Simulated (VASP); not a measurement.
# Ti (P6/mmm) in VASP: further runs

The runs below take Ti through relaxation of cell and atoms, with PBE.

Program: VASP 6.6.1. These are calculated values, not measurements. Logs are shortened: lines on timing, memory, paths and dates and some standing lists are left out, and cuts for length are marked.

## 1. The cell of the first run

The structure is hexagonal, space group P6/mmm (No. 191). Conventional cell: a = 2.820 Å, b = 2.820 Å, c = 2.651 Å, α = 90.00°, β = 90.00°, γ = 120.00°. Within 3.5 Å of Ti (site symmetry 6/mmm) lie 8 Ti at 2.65 to 2.82 Å.

This isn't the form of Ti at room conditions, which is hcp.

## 2. Relaxation of cell and atoms, PBE, target pressure -0.91 GPa, at which the enthalpy is minimised

File INCAR:

```
ALGO = Normal ; EDIFF = 1E-6
EDIFFG = -0.005 ; ENCUT = 600
GGA = PE ; IBRION = 2
ISIF = 3 ; ISMEAR = -1
LASPH = T ; LCHARG = F
LREAL = F ; LWAVE = F
NELM = 60 ; NSW = 60
PREC = Accurate ; PSTRESS = -9.1
SIGMA = 0.05
```

File KPOINTS:

```
k-points
0
Gamma
  16 16 14
```

File POSCAR:

```
Ti
1.0
    2.8201192422      0.0000000000      0.0000000000
   -1.4100596211      2.4422949054      0.0000000000
    0.0000000000      0.0000000000      2.6509120876
Ti
1
Direct
    0.0000000000      0.0000000000      0.0000000000
```

Potentials or basis: VASP PAW PBE potentials, release 64 (Ti_sv).

Command:

```console
> cat potpaw_PBE.64/Ti_sv/POTCAR > POTCAR
> mpirun -np 1 vasp_std > vasp.out
```

OUTCAR:

```text
EDIFF = 1E-6
   EDIFFG = -0.005
   ENCUT = 600
   GGA = PE
   IBRION = 2
   ISIF = 3
   ISMEAR = -1
   LASPH = T
   LREAL = F
   NELM = 60
   NSW = 60
   PREC = Accurate
   PSTRESS = -9.1

 ion  position               nearest neighbor table
   1  0.000  0.000  0.000-

  LATTYP: Found a hexagonal cell.
 ALAT       =     2.8201192422
 C/A-ratio  =     0.9400000000

  Lattice vectors:

 A1 = (   2.8201192422,   0.0000000000,   0.0000000000)
 A2 = (  -1.4100596211,   2.4422949054,   0.0000000000)
 A3 = (   0.0000000000,   0.0000000000,   2.6509120876)

Analysis of symmetry for initial positions (statically):
=====================================================================
 Subroutine PRICEL returns:
 Original cell was already a primitive cell.

 Routine SETGRP: Setting up the symmetry group for a
 hexagonal supercell.

 Subroutine GETGRP returns: Found 24 space group operations
 (whereof 24 operations were pure point group operations)
 out of a pool of 24 trial point group operations.

The static configuration has the point symmetry D_6h.

Analysis of symmetry for dynamics (positions and initial velocities):
=====================================================================
 Subroutine PRICEL returns:
 Original cell was already a primitive cell.

 Routine SETGRP: Setting up the symmetry group for a
 hexagonal supercell.

 Subroutine GETGRP returns: Found 24 space group operations
 (whereof 24 operations were pure point group operations)
 out of a pool of 24 trial point group operations.

The dynamic configuration has the point symmetry D_6h.

 Subroutine INISYM returns: Found 24 space group operations
 (whereof 24 operations are pure point group operations),
 and found     1 'primitive' translations

----------------------------------------------------------------------------------------

                                     Primitive cell

  volume of cell :      18.2583

  direct lattice vectors                    reciprocal lattice vectors
     2.820119242  0.000000000  0.000000000     0.354594935  0.204725481  0.000000000
    -1.410059621  2.442294905  0.000000000     0.000000000  0.409450963  0.000000000
     0.000000000  0.000000000  2.650912088     0.000000000  0.000000000  0.377228654

  length of vectors
     2.820119242  2.820119242  2.650912088     0.409450963  0.409450963  0.377228654

  position of ions in fractional coordinates (direct lattice)
     0.000000000  0.000000000  0.000000000

  ion indices of the primitive-cell ions
   primitive index   ion index
                 1           1

----------------------------------------------------------------------------------------

 KPOINTS: k-points

Automatic generation of k-mesh.
 Grid dimensions read from file:
 generate k-points for:   16   16   14

 Generating k-lattice:

  Cartesian coordinates                     Fractional coordinates (reciprocal lattice)
     0.022162183  0.012795343  0.000000000     0.062500000  0.000000000  0.000000000
     0.000000000  0.025590685  0.000000000     0.000000000  0.062500000  0.000000000
     0.000000000  0.000000000  0.026944904     0.000000000  0.000000000  0.071428571

  Length of vectors
     0.025590685  0.025590685  0.026944904

  Shift w.r.t. Gamma in fractional coordinates (k-lattice)
     0.000000000  0.000000000  0.000000000

 Subroutine IBZKPT returns following result:
 ===========================================

 Found    240 irreducible k-points:

 Following reciprocal coordinates:
            Coordinates               Weight
  0.000000  0.000000  0.000000      1.000000
  0.062500  0.000000  0.000000      6.000000
  0.125000  0.000000  0.000000      6.000000
  0.187500  0.000000  0.000000      6.000000
  0.250000  0.000000  0.000000      6.000000
  0.312500  0.000000  0.000000      6.000000
[... 16 lines left out ...]
  0.187500  0.187500  0.000000      6.000000
  0.250000  0.187500  0.000000     12.000000
 [... further k-points ...]
   k-points           NKPTS =    240   k-points in BZ     NKDIM =    240   number of bands    NBANDS=     10
   number of dos      NEDOS =    301   number of ions     NIONS =      1
   total plane-waves  NPLWV =  13824
   dimension x,y,z NGX =    24 NGY =   24 NGZ =   24
   dimension x,y,z NGXF=    48 NGYF=   48 NGZF=   48
   ions per type =               1
   NGX,Y,Z   is equivalent  to a cutoff of  14.15, 14.15, 15.05 a.u.
   NGXF,Y,Z  is equivalent  to a cutoff of  28.30, 28.30, 30.10 a.u.
 SYSTEM =  unknown system
   PREC   = accura    normal or accurate (medium, high low for compatibility)
   ISTART =      0    job   : 0-new  1-cont  2-samecut
   ICHARG =      2    charge: 1-file 2-atom 10-const
   ISPIN  =      1    spin polarized calculation?
   LNONCOLLINEAR =      F non collinear calculations
   LSORBIT =      F    spin-orbit coupling
   LASPH  =      T    aspherical Exc in radial PAW
   ENCUT  =  600.0 eV  44.10 Ry    6.64 a.u.   5.63  5.63  5.29*2*pi/ulx,y,z
   NELM   =     60;   NELMIN=  2; NELMDL= -5     # of ELM steps
   EDIFF  = 0.1E-05   stopping-criterion for ELM
   LREAL  =      F    real-space projection
   EDIFFG = -.5E-02   stopping-criterion for IOM
   NSW    =     60    number of steps for IOM
   IBRION =      2    ionic relax: 0-MD 1-quasi-New 2-CG
   NFREE  =      1    steps in history (QN), initial steepest desc. (CG)
   ISIF   =      3    stress and relaxation
   ISYM   =      2    0-nonsym 1-usesym 2-fastsym
   POTIM  = 0.5000    time-step for ionic-motion
   TEBEG  =    0.0;   TEEND  =   0.0 temperature during run
   PSTRESS=   -9.1 pullay stress
   NELECT =      12.0000    total number of electrons
   NUPDOWN=      -1.0000    fix difference up-down
   EMIN   =  10.00;   EMAX   =-10.00  energy-range for DOS
   EFERMI =   0.00;   METHOD = LEGACY
   ISMEAR =    -1;   SIGMA  =   0.05  broadening in eV -4-tet -1-fermi 0-gaus
   EFERMI_NEDOS =   21; number of points for ismear=-14 and -15
   IALGO  =     38    algorithm
   IMIX   =      4    mixing-type and parameters
     AMIX     =   0.40;   BMIX     =  1.00
     AMIX_MAG =   1.60;   BMIX_MAG =  1.00
  volume/ion in A,a.u.               =      18.26       123.21
  Fermi-wavevector in a.u.,A,eV,Ry     =   1.423361  2.689762 27.564797  2.025955
  Thomas-Fermi vector in A             =   2.543966
   LORBIT       =      0    0 simple, 1 ext, 2 COOP (PROOUT), +10 PAW based schemes
   GGA     = PE    functional components
   LHFCALC =     F    Hartree Fock is set to
   AEXX    =    0.0000 exact exchange contribution
   IVDW    =     0    specifies the selected vdW correction
   LEPSILON=     F    determine dielectric tensor
   LRPA    =     F    only Hartree local field effects (RPA)
 conjugate gradient relaxation of ions
 non-spin polarized calculation
  energy-cutoff  :      600.00
  volume of cell :       18.26
 maximum number of plane-waves:       624
 NGX is ok and might be reduce to    24

--------------------------------------- Ionic step        1  -------------------------------------------

 number of electron      11.9999999 magnetization

 Free energy of the ion-electron system (eV)
  ---------------------------------------------------
  ext. energy  EPLUGINS =         0.00000000
  ---------------------------------------------------
  free energy    TOTEN  =        -7.45051405 eV

  energy without entropy =       -7.43669426  energy(sigma->0) =       -7.44360416

------------------------ aborting loop because EDIFF is reached ----------------------------------------

  FORCE on cell =-STRESS in cart. coord.  units (eV):
  Direction    XX          YY          ZZ          XY          YZ          ZX
  --------------------------------------------------------------------------------------
  -------------------------------------------------------------------------------------
  Total       -0.6753564     -0.6753564      0.2168077      0.0000000      0.0000000      0.0000000
  in kB      -59.2628700    -59.2628700     19.0249916      0.0000000      0.0000000      0.0000000
  external PRESSURE =     -24.0669161 kB  Pullay stress =      -9.1000000 kB

 VOLUME and BASIS-vectors are now :
 -----------------------------------------------------------------------------
  energy-cutoff  :      600.00
  volume of cell :       18.26
      direct lattice vectors                 reciprocal lattice vectors
     2.820119242  0.000000000  0.000000000     0.354594935  0.204725481  0.000000000
    -1.410059621  2.442294905  0.000000000     0.000000000  0.409450963  0.000000000
     0.000000000  0.000000000  2.650912088     0.000000000  0.000000000  0.377228654
[... 192 lines left out ...]
  FREE ENERGIE OF THE ION-ELECTRON SYSTEM (eV)
  ---------------------------------------------------
  free  energy   TOTEN  =        -7.4797409426 eV

  energy  without entropy=       -7.4725041496  energy(sigma->0) =       -7.47612255

  enthalpy is  TOTEN    =        -7.5811857010 eV   P V=       -0.1014447584

--------------------------------------- Ionic step        7  -------------------------------------------

 number of electron      12.0000001 magnetization

 Free energy of the ion-electron system (eV)
  ---------------------------------------------------
  ext. energy  EPLUGINS =         0.00000000
  ---------------------------------------------------
  free energy    TOTEN  =        -7.48007395 eV

  energy without entropy =       -7.47300260  energy(sigma->0) =       -7.47653827

 E-fermi :   7.7786     XC(G=0): -11.3197

 val. band max:        7.7737890152   @ k =   0.3750   0.2500   0.0714
 cond. band min:       7.7788056827   @ k =   0.2500   0.1875   0.4286
 fundamental gap:      0.0050166676
 Fermi energy:         7.7786089779

 k-point     1 :       0.0000    0.0000    0.0000
  band No.  band energies     occupation
      1     -48.7964      2.00000
      2     -24.7503      2.00000
      3     -24.5214      2.00000
      4     -24.5214      2.00000
      5       2.0186      2.00000
      6       6.5357      2.00000
      7       8.9304      0.00000
      8       8.9304      0.00000
      9      11.6357      0.00000
     10      11.6357      0.00000

 k-point     2 :       0.0625    0.0000    0.0000
  band No.  band energies     occupation
      1     -48.7903      2.00000
      2     -24.7463      2.00000
      3     -24.5566      2.00000
      4     -24.5292      2.00000
      5       2.1468      2.00000
      6       6.5913      2.00000
      7       8.8215      0.00000
      8       9.0260      0.00000
      9      11.5271      0.00000
     10      11.6193      0.00000
[... 274 lines left out ...]
 k-point    24 :       0.2500    0.1875    0.0000
  band No.  band energies     occupation
      1     -48.6521      2.00000
      2     -25.2068      2.00000
      3     -24.8077      2.00000
      4     -24.6551      2.00000
      5       5.6545      2.00000
      6       7.0897      2.00000
      7       7.7844      0.94259
      8       9.9224      0.00000
      9      10.9735      0.00000
     10      12.0686      0.00000

 [... further k-points ...]

------------------------ aborting loop because EDIFF is reached ----------------------------------------

  FORCE on cell =-STRESS in cart. coord.  units (eV):
  Direction    XX          YY          ZZ          XY          YZ          ZX
  --------------------------------------------------------------------------------------
  -------------------------------------------------------------------------------------
  Total       -0.1041579     -0.1041579     -0.0997870      0.0000000     -0.0000000      0.0000000
  in kB       -9.3684942     -9.3684942     -8.9753499      0.0000000     -0.0000000      0.0000000
  external PRESSURE =      -0.1374461 kB  Pullay stress =      -9.1000000 kB

 VOLUME and BASIS-vectors are now :
 -----------------------------------------------------------------------------
  energy-cutoff  :      600.00
  volume of cell :       17.81
      direct lattice vectors                 reciprocal lattice vectors
     2.737497054  0.000000000  0.000000000     0.365297197  0.210904435 -0.000000000
    -1.368748527  2.370741992  0.000000000     0.000000000  0.421808870 -0.000000000
     0.000000000  0.000000000  2.744701631    -0.000000000 -0.000000000  0.364338327

 POSITION                                       TOTAL-FORCE (eV/Angst)
 -----------------------------------------------------------------------------------
     -0.00000      0.00000      0.00000         0.000000     -0.000000      0.000000
 -----------------------------------------------------------------------------------
    total drift:                                0.000000      0.000000     -0.000000

  FREE ENERGIE OF THE ION-ELECTRON SYSTEM (eV)
  ---------------------------------------------------
  free  energy   TOTEN  =        -7.4800739457 eV

  energy  without entropy=       -7.4730026025  energy(sigma->0) =       -7.47653827

  enthalpy is  TOTEN    =        -7.5812467769 eV   P V=       -0.1011728311

 reached required accuracy - stopping structural energy minimisation
```

Wall time 2.3 min (1 thread of Intel Xeon 8259CL, shared host); peak memory 0.19 GiB.

Results:

```yaml
Free_energy: -7.4801 eV
Relaxed_volume: 17.81 Å³/atom
Relaxed_cell: a = 2.737 Å, b = 2.737 Å, c = 2.745 Å, α = 90.00°, β = 90.00°, γ = 120.00°
Space_group_after_relaxing_to_0.1_Å: P6/mmm (No. 191)
Energy_change_on_relaxing_the_run_minimises_the_enthalpy: -29.6 meV/atom
Ionic_steps: 7
Pressure_after_relaxing: -0.9 GPa
Band_gap_on_the_k_mesh: zero (bands 6 and 7 overlap by 0.58 eV)
```

Step by step:
| step | energy change (eV) | largest force (eV/Å) | pressure (GPa) | volume (Å³) |
| --- | --- | --- | --- | --- |
| 1 | 0.0000 | 0.0000 | -3.32 | 18.26 |
| 2 | -0.0271 | 0.0000 | 0.28 | 17.53 |
| 3 | -0.0281 | 0.0000 | 1.10 | 17.42 |
| 4 | -0.0288 | 0.0000 | -0.58 | 17.78 |
| 5 | -0.0299 | 0.0000 | -0.21 | 17.68 |
| 6 | -0.0292 | 0.0000 | -1.13 | 17.86 |
| 7 | -0.0296 | 0.0000 | -0.92 | 17.81 |

Final structure:
```
CELL_PARAMETERS angstrom
2.73750 0.00000 0.00000
-1.36875 2.37074 0.00000
0.00000 0.00000 2.74470
ATOMIC_POSITIONS crystal
Ti 0.00000 0.00000 0.00000
```

Caveat: the cell is relaxed towards a set pressure, so the run minimises the enthalpy, not the energy.

## 3. Relaxation of cell and atoms, PBE, target pressure -0.91 GPa, at which the enthalpy is minimised

This run uses another cell than the first one: it holds 3 atoms, not 1.

File INCAR:

```
PREC     = Accurate       # precision mode
ENCUT    = 600            # plane-wave cutoff, eV
EDIFF    = 1E-6           # SCF threshold, eV
ISMEAR   = -1             # smearing method
SIGMA    = 0.05           # smearing width, eV
LREAL    = False          # projectors in reciprocal space
LASPH    = True           # aspherical terms in the spheres
NELM     = 80             # most SCF steps
ALGO     = Normal         # electronic algorithm
ISIF     = 3              # what is computed and relaxed
LWAVE    = False          # write WAVECAR
LCHARG   = False          # write CHGCAR
GGA      = PE             # functional
IBRION   = 2              # ionic algorithm
NSW      = 32             # ionic steps
EDIFFG   = -0.005         # ionic threshold
PSTRESS  = -9.1
```

File KPOINTS:

```
Automatic mesh
0
Gamma
  8 8 11
```

File POSCAR:

```
Ti
1.0
    4.5933652105      0.0000000000      0.0000000000
   -2.2966826053      3.9779709612      0.0000000000
    0.0000000000      0.0000000000      2.8378767206
Ti
3
Direct
    0.0000000000      0.0000000000      0.0000000000
    0.3333333333      0.6666666667      0.5000000000
    0.6666666667      0.3333333333      0.5000000000
```

Potentials or basis: VASP PAW PBE potentials, release 64 (Ti_sv).

Command:

```console
> cat potpaw_PBE.64/Ti_sv/POTCAR > POTCAR
> mpirun -np 1 vasp_std > vasp.out
```

Run time: 3.8 min. Hardware: 1 thread of Intel Xeon 8259CL, shared host; peak memory 0.23 GiB.

The run converged. Its results:

```yaml
Free_energy: -23.5330 eV
Relaxed_volume: 17.25 Å³/atom
Relaxed_cell: a = 4.590 Å, b = 4.590 Å, c = 2.836 Å, α = 90.00°, β = 90.00°, γ = 120.00°
Space_group_after_relaxing_to_0.1_Å: P6/mmm (No. 191)
Energy_change_on_relaxing_the_run_minimises_the_enthalpy: -0.2 meV/atom
Ionic_steps: 3
Pressure_after_relaxing: -0.9 GPa
Band_gap_on_the_k_mesh: zero (bands 18 and 19 overlap by 0.27 eV)
```

Step by step:
```
step  energy change (eV)  largest force (eV/Å)  pressure (GPa)  volume (Å³)
   1              0.0000                0.0000           -1.11        51.85
   2             -0.0010                0.0000           -0.82        51.69
   3             -0.0007                0.0000           -0.88        51.74
```

Final structure:
```
Ti
1.0
     4.58976    0.00000    0.00000
    -2.29488    3.97485    0.00000
     0.00000    0.00000    2.83591
Ti
3
Cartesian
  -2.2949 3.9748 0.0000
  0.0000 2.6499 1.4180
  2.2949 1.3249 1.4180
```

Levels at points of the mesh, in eV from the Fermi level:
| k point | band 16 | band 17 | band 18 | band 19 | band 20 | band 21 |
| --- | --- | --- | --- | --- | --- | --- |
| (0.00, 0.00, 0.00) | -0.71 | -0.61 | -0.61 | -0.03 | 0.67 | 1.28 |
| (0.50, 0.00, 0.00) | -0.40 | -0.38 | -0.34 | 0.06 | 0.53 | 1.04 |

Caveat: the cell is relaxed towards a set pressure, so the run minimises the enthalpy, not the energy.

The gap in the log of VASP goes by the Fermi energy; the results here count the filled bands.